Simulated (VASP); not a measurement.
Write the native input for VASP 6.6.1 that does the following.

```yaml
Task: single point
Functional: PBE
Potentials_or_basis: VASP PAW PBE potentials, release 64 (Fe)
Cutoff: 520 eV
k_mesh: 6 × 6 × 6
Occupations: fermi-dirac, width 0.1 eV
Spin: no spin polarisation
Dipole_correction: no
Further_INCAR_settings: ALGO = Normal; EDIFF = 1e-07; NBANDS = 42
```

The structure of Fe lies in POSCAR:

```
Fe
1.0
    4.3784464696      0.0000000000      0.0000000000
    0.0000000000      4.3784464696      0.0000000000
    0.0000000000      0.0000000000      4.3784464696
Fe
8
Direct
    1.0000000000      1.0000000000      1.0000000000
    0.5000000000      0.5000000000      0.5000000000
    0.2500000000      0.0000000000      0.5000000000
    0.7500000000      0.0000000000      0.5000000000
    0.5000000000      0.2500000000      1.0000000000
    0.5000000000      0.7500000000      0.0000000000
    1.0000000000      0.5000000000      0.2500000000
    1.0000000000      0.5000000000      0.7500000000
```

The input as run:

INCAR

```
SYSTEM = Fe
PREC = Accurate ; ENCUT = 520
EDIFF = 1E-7 ; ISMEAR = -1
SIGMA = 0.1 ; LREAL = .FALSE.
LASPH = .TRUE. ; NELM = 80
ALGO = Normal ; ISIF = 2
LWAVE = .FALSE. ; LCHARG = .TRUE.
GGA = PE ; LELF = .TRUE.
LVHAR = .TRUE. ; NBANDS = 42
```

KPOINTS

```
regular mesh
0
G
  6 6 6
  0 0 0
```

Potentials or basis: VASP PAW PBE potentials, release 64 (Fe).

Launch:

```console
$ cat potpaw_PBE.64/Fe/POTCAR > POTCAR
$ mpirun -np 1 vasp_std > vasp.out
```

Results of the run:

```
Pressure               : -0.6 GPa
Band gap on the k mesh : zero (bands 32 and 33 overlap by 0.55 eV)
```

Caveat: the run has no spin polarisation, though such a crystal can be magnetic.

It took 110 s on 1 thread of Intel(R) Xeon(R) Platinum 8488C (Sapphire Rapids), on a shared host, peak memory 0.22 GiB.
